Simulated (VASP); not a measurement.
AlAs, 2 atoms in the cell. The structure is cubic, space group F-43m (No. 216). Conventional cell: a = 5.661 Å, b = 5.661 Å, c = 5.661 Å, α = 90.00°, β = 90.00°, γ = 90.00°. Within 3.2 Å of Al (site symmetry -43m) lie 4 As at 2.45 Å. As (site symmetry -43m) has 4 Al at 2.45 Å within 3.2 Å. 

- Program: VASP 6.6.1
- Task: single point
- Functional: PBE
- Potentials or basis: VASP PAW PBE potentials, release 64 (Al, As)
- Cutoff: 500 eV
- k mesh: 8 × 8 × 8
- Occupations: gaussian, width 0.05 eV
- Spin: no spin polarisation
- Dipole correction: no
- Further INCAR settings: ALGO = Normal; EDIFF = 1e-06; NBANDS = 11

Potentials or basis: VASP PAW PBE potentials, release 64 (Al, As).

Run with:

```bash
$ cat potpaw_PBE.64/Al/POTCAR potpaw_PBE.64/As/POTCAR > POTCAR
$ mpirun -np 1 vasp_std > vasp.out
```

Hardware: 1 thread of Intel Xeon 8259CL, on a shared host.

Question: Estimate the wall time of this run.

Answer: It took 24 s on 1 thread of Intel Xeon 8259CL, with other jobs on the host, peak memory 0.17 GiB. Counts: scf iterations 12, k points 29.
